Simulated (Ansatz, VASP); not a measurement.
Two plane-wave programs on C

INCAR

```
SYSTEM = C
PREC = Accurate
ENCUT = 520
EDIFF = 1E-6
ISMEAR = 0
SIGMA = 0.05
LREAL = .FALSE.
LASPH = .TRUE.
NELM = 80
ALGO = Normal
ISIF = 2
LWAVE = .FALSE.
LCHARG = .TRUE.
GGA = PE
LELF = .TRUE.
LVHAR = .TRUE.
NBANDS = 36
```

The input KPOINTS:

```
regular mesh
0
G
  12 12 2
  0 0 0
```

POSCAR

```
C
1.0
    2.4449293754     -0.0923780017     -0.0923780017
   -1.3024663839      2.1635599504     -0.0338126954
   -0.4555269730     -0.4555269730     12.0562391216
C
12
Direct
    0.0000000000      0.0000000000      0.1868593266
    0.0000000000      0.0000000000      0.6868593266
    0.0000000000      0.0000000000      0.3131406734
    0.0000000000      0.0000000000      0.8131406734
    0.3333333333      0.6666666667      0.5207665411
    0.6666666667      0.3333333333      0.0207665411
    0.3333333333      0.6666666667      0.9792334589
    0.6666666667      0.3333333333      0.4792334589
    0.3333333333      0.6666666667      0.6450950823
    0.6666666667      0.3333333333      0.1450950823
    0.3333333333      0.6666666667      0.8549049177
    0.6666666667      0.3333333333      0.3549049177
```

Input for Ansatz:

```yaml
crystal:
  lattice:
    - [2.4449293754, -0.0923780017, -0.0923780017]
    - [-1.3024663839, 2.1635599504, -0.0338126954]
    - [-0.455526973, -0.455526973, 12.0562391216]
  atoms:
    - { symbol: C, position: [0.0, 0.0, 0.1868593266] }
    - { symbol: C, position: [0.0, 0.0, 0.6868593266] }
    - { symbol: C, position: [0.0, 0.0, 0.3131406734] }
    - { symbol: C, position: [0.0, 0.0, 0.8131406734] }
    - { symbol: C, position: [0.3333333333, 0.6666666667, 0.5207665411] }
    - { symbol: C, position: [0.6666666667, 0.3333333333, 0.0207665411] }
    - { symbol: C, position: [0.3333333333, 0.6666666667, 0.9792334589] }
    - { symbol: C, position: [0.6666666667, 0.3333333333, 0.4792334589] }
    - { symbol: C, position: [0.3333333333, 0.6666666667, 0.6450950823] }
    - { symbol: C, position: [0.6666666667, 0.3333333333, 0.1450950823] }
    - { symbol: C, position: [0.3333333333, 0.6666666667, 0.8549049177] }
    - { symbol: C, position: [0.6666666667, 0.3333333333, 0.3549049177] }
basis:
  ecutwfc: 520.0
kpoints:
  mp_grid: { grid: [12, 12, 2] }
hamiltonian:
  xc: pbe
  pseudopotentials: { kind: paw, azcp: { folder: soft_1 } }
scf:
  occupations: { method: gaussian, width: 0.05 }
output:
  forces: true
  stress: true
  eigenvalues: true
```

Change from the starting cell: equal engineering shear yz, xz and xy -0.0733, equal normal strain along x, y and z -0.0300.

Alike in both runs: task single point; functional PBE; k mesh 12 × 12 × 2; occupations gaussian, width 0.05 eV; no spin polarisation.

|  | VASP | Ansatz |
| --- | --- | --- |
| version | VASP 6.6.1 | Ansatz 0.2.0 |
| potentials or method | VASP PAW PBE potentials, release 64 (C), cutoff 520 eV | scalar-relativistic, plane waves, PAW |
| valence electrons in the cell | 48 | 48 |

Ansatz gave:

* gap on the k mesh at the Fermi level (eV): 2.44
* least direct gap on the mesh (eV): 3.61
* pressure (GPa): 53.4
* traceless stress, the component that is largest in VASP (GPa): 49.63
* rms of the force components (eV/Å): 0.696

Question: Estimate VASP's values.

Answer: gap on the k mesh at the Fermi level (eV): 2.43; least direct gap on the mesh (eV): 3.61; pressure (GPa): 54.4; traceless stress, the component that is largest in VASP (GPa): 49.82; rms of the force components (eV/Å): 0.710.

Atom by atom the forces differ by 0.015 eV/Å (rms over components). Both programs put the cell under a high pressure, so it lies far from rest at this level. The functional is the same, so the differences come from potentials, cutoffs and numerics.
